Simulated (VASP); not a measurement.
MgSn4N:

```
Mg Sn N
1.0
     0.00000    4.01820    4.01820
     4.01820    0.00000    4.01820
     4.01820    4.01820    0.00000
Mg Sn N
1 4 1
Direct
  0.25000 0.25000 0.25000
  0.12211 0.62596 0.62596
  0.62596 0.12211 0.62596
  0.62596 0.62596 0.12211
  0.62596 0.62596 0.62596
  0.00000 0.00000 0.00000
```

The cell was generated, and may not be a known phase.

```yaml
Program: VASP 6.6.1
Task: relaxation of cell and atoms
Functional: PBE
Potentials_or_basis: VASP PAW PBE potentials, release 64 (Mg, Sn_d, N)
Cutoff: 600 eV
k_mesh: 4 × 4 × 4
Occupations: gaussian, width 0.1 eV
Spin: no spin polarisation
```

At the start: pressure 12.0 GPa; volume 21.63 Å³/atom.

Task: How do energy, volume and symmetry change on relaxing?

Result: Over 5 steps the energy falls by 133.0 meV/atom and the volume is 25.86 Å³/atom (+19.6 %); space group F-43m (No. 216, to 0.1 Å) before and after.

Step by step:
| step | energy change (eV) | largest force (eV/Å) | pressure (GPa) | volume (Å³) |
| --- | --- | --- | --- | --- |
| 1 | 0.0000 | 0.3857 | 12.00 | 129.76 |
| 2 | -0.7495 | 0.1340 | -1.86 | 162.60 |
| 3 | -0.7972 | 0.0854 | 0.15 | 154.51 |
| 4 | -0.7973 | 0.0904 | 0.00 | 155.04 |
| 5 | -0.7980 | 0.0050 | -0.05 | 155.16 |

Final structure:
```
CELL_PARAMETERS angstrom
0.00000 4.26501 4.26501
4.26501 0.00000 4.26501
4.26501 4.26501 0.00000
ATOMIC_POSITIONS crystal
Mg 0.25000 0.25000 0.25000
Sn 0.12447 0.62518 0.62518
Sn 0.62518 0.12447 0.62518
Sn 0.62518 0.62518 0.12447
Sn 0.62518 0.62518 0.62518
N 0.00000 0.00000 0.00000
```

Caveat: the volume moved by over 15 % at a fixed basis, so the end points are rough.
